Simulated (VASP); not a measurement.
Re:

```
CELL_PARAMETERS angstrom
0.00000 1.97500 1.97500
1.97500 0.00000 1.97500
1.97500 1.97500 0.00000
ATOMIC_POSITIONS crystal
Re 0.00000 0.00000 0.00000
```

This isn't the form of Re at room conditions, which is hcp.

Base run:

| Property | Result |
| --- | --- |
| Program | VASP 6.6.1 |
| Functional | PBE |
| Potentials or basis | VASP PAW PBE potentials, release 64 (Re) |
| Cutoff | 520 eV |
| k mesh | 17 × 17 × 17 |
| Occupations | fermi-dirac, width 0.1 eV |
| Spin | collinear spin |
| Starting moments | [0.3] μB |
| Fixed moment | 0.3 μB |

Its results: pressure -9.0 GPa; site moments Re +0.28 μB.

Problem. The run is repeated on the same cell with these changes: fixed moment from 0.3 μB to 0.5 μB; moments at the start from [0.3] to [0.5]. What comes out?

Solution. Pressure -7.9 GPa; site moments Re +0.47 μB.

Caveats: the cell stands under tension; the total moment is fixed, so each spin has its own Fermi level.
